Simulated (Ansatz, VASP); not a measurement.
# One calculation of WSe2, two programs

```
W Se
1.0
     3.36408    0.00000    0.00000
    -1.68204    2.91338    0.00000
     0.00000    0.00000   17.15844
W Se
1 2
Direct
  0.00000 0.00000 0.00000
  0.33333 0.66667 0.09970
  0.33333 0.66667 0.90030
```

Change from the starting cell: strain +0.015 along x and y, +0.030 along z, atoms carried along.

Alike in both runs: task single point; functional r2SCAN; k mesh 12 × 12 × 2; occupations gaussian, width 0.05 eV; no spin polarisation.

|  | VASP | Ansatz |
| --- | --- | --- |
| version | VASP 6.6.1 | Ansatz 0.2.0 |
| potentials or method | VASP PAW PBE potentials, release 64 (W_sv, Se), cutoff 520 eV | scalar-relativistic, plane waves, PAW |
| valence electrons in the cell | 26 | 46 |

Ansatz gave:

| Quantity | Value |
| --- | --- |
| gap on the k mesh at the Fermi level (eV) | 1.59 |
| least direct gap on the mesh (eV) | 1.59 |
| rms of the force components (eV/Å) | 0.524 |

Which values does VASP return?

gap on the k mesh at the Fermi level (eV): 1.58; least direct gap on the mesh (eV): 1.58; rms of the force components (eV/Å): 0.508.

VASP's potentials were made for PBE, not for r2SCAN. Atom by atom the forces differ by 0.016 eV/Å (rms over components). VASP's potentials hold 26 valence electrons a cell and Ansatz's 46, so a difference there can come from the potentials and not from the codes.

Neither program's run includes spin-orbit coupling.
